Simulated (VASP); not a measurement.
# SiC (R3m) in VASP: notebook, part 2 of 2

VASP 6.6.1. The steps go on from the part before.

**5. Single point, PBE**

This run uses another cell than the first one, of 11.26 Å³/atom, 1.023 times its volume.

File INCAR:

```
SYSTEM = SiC
  PREC = Accurate
  ENCUT = 520
  EDIFF = 1E-7
  ISMEAR = 0
  SIGMA = 0.05
  LREAL = .False.
  LASPH = .True.
  NELM = 100
  ALGO = Normal
  ISIF = 2
  LWAVE = .False.
  LCHARG = .False.
  GGA = PE
  NBANDS = 11
```

File KPOINTS:

```
Automatic mesh
0
Gamma
  12 12 12
  0 0 0
```

File POSCAR:

```
SiC
1.0
    0.0000000000      2.2055683643      2.2055683643
    2.2055683643      0.0000000000      2.2055683643
    2.2780580446      2.2780580446     -0.0724896802
Si C
1 1
Direct
    0.0000000000      0.0000000000      0.0000000000
    0.7500000000      0.7500000000      0.7500000000
```

Potentials or basis: VASP PAW PBE potentials, release 64 (Si, C).

Run with:

```bash
> cat potpaw_PBE.64/Si/POTCAR potpaw_PBE.64/C/POTCAR > POTCAR
> mpirun -np 1 vasp_std > vasp.out
```

OUTCAR:

```text
SYSTEM = SiC
   PREC = Accurate
   ENCUT = 520
   EDIFF = 1E-7
   ISMEAR = 0
   LREAL = .False.
   LASPH = .True.
   NELM = 100
   ISIF = 2
   GGA = PE

 ion  position               nearest neighbor table
   1  0.000  0.000  0.000-   2 1.92   2 1.92   2 1.92   2 2.00
   2  0.750  0.750  0.750-   1 1.92   1 1.92   1 1.92   1 2.00

  LATTYP: Found a trigonal (rhomboedric) cell.
 ALAT       =     3.2224760143
 COS(alpha) =     0.5315517071

  Lattice vectors:

 A1 = (   2.2780580446,   0.0724896803,  -2.2780580445)
 A2 = (   0.0724896803,   2.2780580446,  -2.2780580445)
 A3 = (   2.2780580446,   2.2780580446,  -0.0724896802)

Analysis of symmetry for initial positions (statically):
=====================================================================
 Subroutine PRICEL returns:
 Original cell was already a primitive cell.

 Routine SETGRP: Setting up the symmetry group for a
 trigonal (rhombohedral) supercell.

 Subroutine GETGRP returns: Found  6 space group operations
 (whereof  6 operations were pure point group operations)
 out of a pool of 12 trial point group operations.

The static configuration has the point symmetry C_3v.

Analysis of symmetry for dynamics (positions and initial velocities):
=====================================================================
 Subroutine PRICEL returns:
 Original cell was already a primitive cell.

 Routine SETGRP: Setting up the symmetry group for a
 trigonal (rhombohedral) supercell.

 Subroutine GETGRP returns: Found  6 space group operations
 (whereof  6 operations were pure point group operations)
 out of a pool of 12 trial point group operations.

The dynamic configuration has the point symmetry C_3v.

 Subroutine INISYM returns: Found  6 space group operations
 (whereof  6 operations are pure point group operations),
 and found     1 'primitive' translations

[... 116 lines left out ...]
  Fermi-wavevector in a.u.,A,eV,Ry     =   1.159510  2.191156 18.292528  1.344463
  Thomas-Fermi vector in A             =   2.296102
   LORBIT       =      0    0 simple, 1 ext, 2 COOP (PROOUT), +10 PAW based schemes
   GGA     = PE    functional components
   LHFCALC =     F    Hartree Fock is set to
   AEXX    =    0.0000 exact exchange contribution
   IVDW    =     0    specifies the selected vdW correction
   LEPSILON=     F    determine dielectric tensor
   LRPA    =     F    only Hartree local field effects (RPA)
 non-spin polarized calculation
 Gauss-broadening in eV      SIGMA  =   0.05
  energy-cutoff  :      520.00
  volume of cell :       22.52
 maximum number of plane-waves:       622
   NGX = 11   NGY = 11   NGZ = 11

 number of electron       8.0000000 magnetization

 Free energy of the ion-electron system (eV)
  ---------------------------------------------------
  ext. energy  EPLUGINS =         0.00000000
  ---------------------------------------------------
  free energy    TOTEN  =       -14.95034861 eV

  energy without entropy =      -14.95034861  energy(sigma->0) =      -14.95034861

 E-fermi :   7.5627     XC(G=0): -10.9902

 val. band max:        7.2689664942   @ k =   0.0000   0.0000   0.0000
 cond. band min:       8.5789754449   @ k =   0.5000   0.5000   0.0000
 fundamental gap:      1.3100089507
 Fermi energy:         7.5626779694

 k-point     1 :       0.0000    0.0000    0.0000
  band No.  band energies     occupation
      1      -7.5773      2.00000
      2       7.0093      2.00000
      3       7.2690      2.00000
      4       7.2690      2.00000
      5      11.9262      0.00000
      6      13.8061      0.00000
      7      14.2801      0.00000
      8      14.2801      0.00000
      9      21.2335      0.00000
     10      21.2335      0.00000
     11      22.4012      0.00000
[... 309 lines left out ...]
 k-point    24 :      -0.4167    0.1667    0.0000
  band No.  band energies     occupation
      1      -3.8801      2.00000
      2      -0.4251      2.00000
      3       4.1760      2.00000
      4       5.6197      2.00000
      5      11.8053      0.00000
      6      14.0523      0.00000
      7      15.1679      0.00000
      8      17.6711      0.00000
      9      21.1876      0.00000
     10      21.8953      0.00000
     11      24.6036      0.00000

 [... further k-points ...]
[... 5 lines left out ...]
  --------------------------------------------------------------------------------------
  -------------------------------------------------------------------------------------
  Total       -1.7316414     -1.7316414     -1.7316414     -0.9499276      0.9499276      0.9499276
  in kB     -123.2188940   -123.2188940   -123.2188940    -67.5942617     67.5942617     67.5942617
  external PRESSURE =    -123.2188940 kB  Pullay stress =       0.0000000 kB

 VOLUME and BASIS-vectors are now :
 -----------------------------------------------------------------------------
  energy-cutoff  :      520.00
  volume of cell :       22.52
      direct lattice vectors                 reciprocal lattice vectors
     0.000000000  2.205568364  2.205568364    -0.223148550  0.230249321  0.223148550
     2.205568364  0.000000000  2.205568364     0.230249321 -0.223148550  0.223148550
     2.278058045  2.278058045 -0.072489680     0.216047780  0.216047780 -0.216047780

 POSITION                                       TOTAL-FORCE (eV/Angst)
 -----------------------------------------------------------------------------------
      0.00000      0.00000      0.00000         0.080415      0.080415     -0.080415
      3.36272      3.36272      3.25399        -0.080415     -0.080415      0.080415
 -----------------------------------------------------------------------------------
    total drift:                               -0.000000     -0.000000      0.000000

  FREE ENERGIE OF THE ION-ELECTRON SYSTEM (eV)
  ---------------------------------------------------
  free  energy   TOTEN  =       -14.9503486110 eV

  energy  without entropy=      -14.9503486110  energy(sigma->0) =      -14.95034861
```

OSZICAR:

```text
N       E                     dE             d eps       ncg     rms          rms(c)
DAV:   1     0.323038867304E+01    0.32304E+01   -0.38951E+03  4326   0.609E+02
DAV:   2    -0.159609650128E+02   -0.19191E+02   -0.18345E+02  5286   0.106E+02
DAV:   3    -0.165980200710E+02   -0.63706E+00   -0.63583E+00  5168   0.161E+01
DAV:   4    -0.166007968065E+02   -0.27767E-02   -0.27765E-02  4770   0.133E+00
DAV:   5    -0.166008107742E+02   -0.13968E-04   -0.13968E-04  5118   0.880E-02    0.802E+00
DAV:   6    -0.149854487594E+02    0.16154E+01   -0.64310E+00  4662   0.109E+01    0.348E+00
DAV:   7    -0.149574188524E+02    0.28030E-01   -0.29456E-01  5007   0.319E+00    0.165E+00
DAV:   8    -0.149501198657E+02    0.72990E-02   -0.19997E-02  4737   0.937E-01    0.178E-01
DAV:   9    -0.149502233749E+02   -0.10351E-03   -0.20243E-03  5204   0.255E-01    0.109E-01
DAV:  10    -0.149503401946E+02   -0.11682E-03   -0.28604E-04  4584   0.102E-01    0.297E-02
DAV:  11    -0.149503481855E+02   -0.79909E-05   -0.48418E-05  4989   0.373E-02    0.953E-03
DAV:  12    -0.149503484533E+02   -0.26777E-06   -0.25172E-06  4878   0.100E-02    0.136E-03
DAV:  13    -0.149503485933E+02   -0.14005E-06   -0.22018E-07  4870   0.308E-03    0.960E-04
DAV:  14    -0.149503486110E+02   -0.17645E-07   -0.87483E-09  2457   0.574E-04
   1 F= -.14950349E+02 E0= -.14950349E+02  d E =-.337164E-19
```

Run time: 29 s. Hardware: 1 thread of Intel Xeon Platinum 8488C (Sapphire Rapids), shared host; peak memory 0.16 GiB.

What came out:

```yaml
Free_energy: -14.9503 eV
Pressure: -12.3 GPa
Largest_force: 0.139 eV/Å
Band_gap_on_the_k_mesh: 1.31 eV, indirect (least direct gap 4.19 eV)
```

Forces in eV/Å, atoms in the order of the input:
```
Si   0.080  0.080 -0.080
C   -0.080 -0.080  0.080
```

A k mesh can miss the band edges. Expect the measured gap to be larger: semilocal functionals such as PBE lack the derivative discontinuity.

**6. Summary**

| cell | gap on the mesh (eV) | pressure (GPa) | largest force (eV/Å) |
| --- | --- | --- | --- |
| a = 3.079, b = 3.079, c = 3.216 Å, angles 61.4, 61.4, 60.0°, 2 atoms | 1.23 | -8.0 | 0.22 |
| a = 3.180, b = 3.180, c = 3.113 Å, angles 59.3, 59.3, 60.0°, 2 atoms | 1.30 | -8.8 | 0.24 |
| a = 3.187, b = 3.187, c = 3.153 Å, angles 59.6, 59.6, 60.0°, 2 atoms | 1.38 | -12.8 | 0.09 |
| a = 3.119, b = 3.119, c = 3.222 Å, angles 61.1, 61.1, 60.0°, 2 atoms | 1.31 | -12.3 | 0.14 |

Alike in all rows: task single point; level PBE; potentials or basis VASP PAW PBE potentials, release 64 (Si, C); no spin polarisation; k mesh 12 × 12 × 12; cutoff (eV) 520; smearing gaussian 0.05 eV.

Total energies depend on the potentials used, so only differences within one code and one set of settings carry meaning.
